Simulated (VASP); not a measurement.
# AlAu2 (I4/mmm) in VASP: further runs, part 2 of 2

VASP 6.6.1. The steps go on from the part before.

**3. Single point, LDA**

This run uses another cell than the first one, of 14.83 Å³/atom.

INCAR

```
SYSTEM = AlAu2
PREC = Accurate ; ENCUT = 520
EDIFF = 1E-6 ; ISMEAR = 0
SIGMA = 0.15 ; LREAL = .False.
LASPH = .True. ; NELM = 100
ALGO = Fast ; ISIF = 2
LWAVE = .False. ; LCHARG = .True.
GGA = CA ; LELF = .True.
LVHAR = .True. ; NBANDS = 20
```

KPOINTS

```
Automatic mesh
0
Gamma
  16 16 16
  0 0 0
```

POSCAR

```
AlAu2
1.0
   -1.6027500000      1.6027500000      4.3287266251
    1.6027500000     -1.6027500000      4.3287266251
    1.6027500000      1.6027500000     -4.3287266251
Al Au
1 2
Direct
    0.0000000000      0.0000000000      0.0000000000
    0.6570428093      0.6570428093      0.0000000000
    0.3429571907      0.3429571907      0.0000000000
```

Potentials or basis: VASP PAW LDA potentials, release 64 (Al, Au).

Started as:

```console
$ cat potpaw_LDA.64/Al/POTCAR potpaw_LDA.64/Au/POTCAR > POTCAR
$ mpirun -np 1 vasp_std > vasp.out
```

OUTCAR:

```text
SYSTEM = AlAu2
   PREC = Accurate
   ENCUT = 520
   EDIFF = 1E-6
   ISMEAR = 0
   LREAL = .False.
   LASPH = .True.
   NELM = 100
   ISIF = 2
   GGA = CA

 ion  position               nearest neighbor table
   1  0.000  0.000  0.000-   2 2.64   2 2.64   2 2.64   3 2.64   2 2.64   3 2.64   3 2.64   3 2.64
                             2 2.97   3 2.97
   2  0.657  0.657  0.000-   1 2.64   1 2.64   1 2.64   1 2.64   3 2.72   3 2.78   3 2.78   3 2.78
                             3 2.78   1 2.97
   3  0.343  0.343  0.000-   1 2.64   1 2.64   1 2.64   1 2.64   2 2.72   2 2.78   2 2.78   2 2.78
                             2 2.78   1 2.97

  LATTYP: Found a body centered tetragonal cell.
 ALAT       =     3.2055000000
 C/A-ratio  =     2.7008121199

  Lattice vectors:

 A1 = (  -1.6027500000,   1.6027500000,   4.3287266251)
 A2 = (   1.6027500000,  -1.6027500000,   4.3287266251)
 A3 = (   1.6027500000,   1.6027500000,  -4.3287266251)

Analysis of symmetry for initial positions (statically):
=====================================================================
 Subroutine PRICEL returns:
 Original cell was already a primitive cell.

 Routine SETGRP: Setting up the symmetry group for a
 body centered tetragonal supercell.

 Subroutine GETGRP returns: Found 16 space group operations
 (whereof 16 operations were pure point group operations)
 out of a pool of 16 trial point group operations.

The static configuration has the point symmetry D_4h.

Analysis of symmetry for dynamics (positions and initial velocities):
=====================================================================
 Subroutine PRICEL returns:
 Original cell was already a primitive cell.

 Routine SETGRP: Setting up the symmetry group for a
 body centered tetragonal supercell.

 Subroutine GETGRP returns: Found 16 space group operations
 (whereof 16 operations were pure point group operations)
 out of a pool of 16 trial point group operations.

[... 119 lines left out ...]
   IALGO  =     68    algorithm
   IMIX   =      4    mixing-type and parameters
     AMIX     =   0.40;   BMIX     =  1.00
     AMIX_MAG =   1.60;   BMIX_MAG =  1.00
  volume/ion in A,a.u.               =      14.83       100.05
  Fermi-wavevector in a.u.,A,eV,Ry     =   1.351048  2.553111 24.835149  1.825332
  Thomas-Fermi vector in A             =   2.478502
   LORBIT       =      0    0 simple, 1 ext, 2 COOP (PROOUT), +10 PAW based schemes
   GGA     = CA    functional components
   LHFCALC =     F    Hartree Fock is set to
   AEXX    =    0.0000 exact exchange contribution
   IVDW    =     0    specifies the selected vdW correction
   LEPSILON=     F    determine dielectric tensor
   LRPA    =     F    only Hartree local field effects (RPA)
 non-spin polarized calculation
 RMM-DIIS sequential band-by-band and
 Gauss-broadening in eV      SIGMA  =   0.15
  energy-cutoff  :      520.00
  volume of cell :       44.48
 maximum number of plane-waves:      1215
   NGX = 19   NGY = 19   NGZ = 19

 number of electron      24.9999999 magnetization

 Free energy of the ion-electron system (eV)
  ---------------------------------------------------
  ext. energy  EPLUGINS =         0.00000000
  ---------------------------------------------------
  free energy    TOTEN  =       -14.07477605 eV

  energy without entropy =      -14.06871656  energy(sigma->0) =      -14.07174630

 E-fermi :  11.2414     XC(G=0): -12.8028

 val. band max:       11.2313137887   @ k =   0.3125   0.1875   0.0000
 cond. band min:      11.2422243753   @ k =  -0.4375   0.1250   0.0625
 fundamental gap:      0.0109105866
 Fermi energy:        11.2413807223

 k-point     1 :       0.0000    0.0000    0.0000
  band No.  band energies     occupation
      1      -0.7646      2.00000
      2       3.5491      2.00000
      3       4.0193      2.00000
      4       5.2194      2.00000
      5       5.5001      2.00000
      6       5.6766      2.00000
[... 541 lines left out ...]
     19      20.0894      0.00000
     20      22.4427      0.00000

 [... further k-points ...]

------------------------ aborting loop because EDIFF is reached ----------------------------------------

  FORCE on cell =-STRESS in cart. coord.  units (eV):
  Direction    XX          YY          ZZ          XY          YZ          ZX
  --------------------------------------------------------------------------------------
  -------------------------------------------------------------------------------------
  Total        3.5011399      3.5011399      2.9552159      0.0000000      0.0000000      0.0000000
  in kB      126.1154583    126.1154583    106.4505920      0.0000000      0.0000000      0.0000000
  external PRESSURE =     119.5605029 kB  Pullay stress =       0.0000000 kB

 VOLUME and BASIS-vectors are now :
 -----------------------------------------------------------------------------
  energy-cutoff  :      520.00
  volume of cell :       44.48
      direct lattice vectors                 reciprocal lattice vectors
    -1.602750000  1.602750000  4.328726625     0.000000000  0.311963812  0.115507410
     1.602750000 -1.602750000  4.328726625     0.311963812  0.000000000  0.115507410
     1.602750000  1.602750000 -4.328726625     0.311963812  0.311963812  0.000000000

 POSITION                                       TOTAL-FORCE (eV/Angst)
 -----------------------------------------------------------------------------------
      0.00000      0.00000      0.00000        -0.000000     -0.000000      0.000000
      0.00000      0.00000      5.68832         0.000000      0.000000     -0.236023
      0.00000      0.00000      2.96914        -0.000000     -0.000000      0.236023
 -----------------------------------------------------------------------------------
    total drift:                                0.000000      0.000000     -0.000000

  FREE ENERGIE OF THE ION-ELECTRON SYSTEM (eV)
  ---------------------------------------------------
  free  energy   TOTEN  =       -14.0747760470 eV

  energy  without entropy=      -14.0687165612  energy(sigma->0) =      -14.07174630
```

OSZICAR:

```text
N       E                     dE             d eps       ncg     rms          rms(c)
DAV:   1     0.130380965814E+03    0.13038E+03   -0.12001E+04 14152   0.113E+03
DAV:   2    -0.123719548650E+02   -0.14275E+03   -0.13663E+03 15364   0.256E+02
DAV:   3    -0.155982797760E+02   -0.32263E+01   -0.32091E+01 16348   0.375E+01
DAV:   4    -0.156148254298E+02   -0.16546E-01   -0.16544E-01 15216   0.306E+00
DAV:   5    -0.156149723265E+02   -0.14690E-03   -0.14689E-03 15988   0.300E-01    0.159E+01
RMM:   6    -0.141701175797E+02    0.14449E+01   -0.32667E+00 13983   0.117E+01    0.927E+00
RMM:   7    -0.141010473237E+02    0.69070E-01   -0.13311E-01 14643   0.244E+00    0.468E+00
RMM:   8    -0.140749497829E+02    0.26098E-01   -0.16063E-02 14461   0.838E-01    0.227E-01
RMM:   9    -0.140747954207E+02    0.15436E-03   -0.26435E-03 15231   0.322E-01    0.138E-01
RMM:  10    -0.140747788939E+02    0.16527E-04   -0.39218E-04 15422   0.135E-01    0.557E-02
RMM:  11    -0.140747760513E+02    0.28426E-05   -0.60950E-05 15375   0.535E-02    0.193E-02
RMM:  12    -0.140747766571E+02   -0.60576E-06   -0.14900E-05 15205   0.234E-02    0.957E-03
RMM:  13    -0.140747760470E+02    0.61010E-06   -0.41538E-06 12802   0.125E-02
   1 F= -.14074776E+02 E0= -.14071746E+02  d E =-.605949E-02
```

It took 13 min on 1 thread of Intel Xeon 8259CL, shared host; peak memory 0.4 GiB.

Results:

```yaml
Free_energy: -14.0748 eV
Pressure: 12.0 GPa
Largest_force: 0.236 eV/Å
Band_gap_on_the_k_mesh: zero (an odd number of electrons rules out a gap without spin polarisation)
```

Forces in eV/Å, atoms in the order of the input:
```
Al   0.000  0.000  0.000
Au   0.000  0.000 -0.236
Au   0.000  0.000  0.236
```

Stress tensor (GPa, compression positive):
```
12.61  0.00  0.00
 0.00 12.61  0.00
 0.00  0.00 10.65
```

Caveat: the cell stands under pressure; spin-orbit coupling is left out, which moves the levels of the heavy elements.

**4. Single point, LDA**

This run uses another cell than the first one, of 14.92 Å³/atom.

INCAR

```
SYSTEM = AlAu2
ALGO     = Fast           ! electronic algorithm
EDIFF    = 1E-6           ! SCF threshold, eV
ENCUT    = 520            ! plane-wave cutoff, eV
GGA      = CA             ! functional
ISIF     = 2              ! what is computed and relaxed
ISMEAR   = 0              ! smearing method
LASPH    = .True.         ! aspherical terms in the spheres
LCHARG   = .False.        ! write CHGCAR
LREAL    = .False.        ! projectors in reciprocal space
LWAVE    = .False.        ! write WAVECAR
NBANDS   = 20             ! bands
NELM     = 100            ! most SCF steps
PREC     = Accurate       ! precision mode
SIGMA    = 0.15           ! smearing width, eV
```

KPOINTS

```
k-points
0
Gamma
  16 16 16
  0 0 0
```

POSCAR

```
AlAu2
1.0
   -1.6523234788      1.6523234788      4.0978500000
    1.6523234788     -1.6523234788      4.0978500000
    1.6523234788      1.6523234788     -4.0978500000
Al Au
1 2
Direct
    0.0000000000      0.0000000000      0.0000000000
    0.6570428093      0.6570428093      0.0000000000
    0.3429571907      0.3429571907      0.0000000000
```

Started as:

```console
$ cat potpaw_LDA.64/Al/POTCAR potpaw_LDA.64/Au/POTCAR > POTCAR
$ mpirun -np 1 vasp_std > vasp.out
```

It took 10 min on 1 thread of Intel Xeon 8259CL, shared host; peak memory 0.4 GiB.

The run converged. Its results:

```
Free energy            : -14.0277 eV
Pressure               : 13.1 GPa
Largest force          : 0.888 eV/Å
Band gap on the k mesh : zero (an odd number of electrons rules out a gap without spin polarisation)
```

Forces in eV/Å, atoms in the order of the input:
```
Al   0.000  0.000  0.000
Au   0.000  0.000  0.888
Au   0.000  0.000 -0.888
```

Stress tensor (GPa, compression positive):
```
 9.32  0.00  0.00
 0.00  9.32  0.00
 0.00  0.00 20.51
```

Levels at points of the mesh, in eV from the Fermi level:
```tsv
k point	band 10	band 11	band 12	band 13	band 14	band 15	band 16	band 17
(0.00, 0.00, 0.00)	-5.07	-3.59	-0.61	2.44	6.18	6.18	6.70	6.70
(0.50, 0.00, 0.00)	-3.45	-3.34	-3.21	-2.17	2.54	7.69	7.82	8.48
(0.50, 0.50, 0.00)	-3.50	-3.46	-1.59	0.83	1.38	2.35	2.37	6.43
(0.50, 0.50, 0.50)	-3.57	-3.57	-2.70	2.35	2.35	7.39	7.40	8.06
```

Caveat: the stress differs along the axes, from 9 to 21 GPa; spin-orbit coupling is left out, which moves the levels of the heavy elements.

**5. Overview**

| cell | gap on the mesh (eV) | pressure (GPa) | largest force (eV/Å) |
| --- | --- | --- | --- |
| a = 4.629 Å, angles 137.7, 137.7, 61.3°, 3 atoms | none | 17.3 | 1.74 |
| a = 4.886 Å, angles 141.7, 141.7, 55.3°, 3 atoms | none | 12.0 | 0.24 |
| a = 4.717 Å, angles 139.0, 139.0, 59.4°, 3 atoms | none | 13.1 | 0.89 |

Alike in all rows: task single point; level LDA; potentials or basis VASP PAW LDA potentials, release 64 (Al, Au); no spin polarisation; k mesh 16 × 16 × 16; cutoff (eV) 520; smearing gaussian 0.15 eV.

Caveats: spin-orbit coupling is left out, which moves the levels of the heavy elements; the stress differs along the axes, from 11 to 31 GPa (at least some runs); forces of over 1 eV/Å act on the atoms, so gaps and moduli don't describe the material at rest (at least some runs); the cell stands under pressure (at least some runs); the stress differs along the axes, from 9 to 21 GPa (at least some runs).

Total energies depend on the potentials used, so only differences within one code and one set of settings carry meaning.

The gap in the log of VASP goes by the Fermi energy; the results here count the filled bands.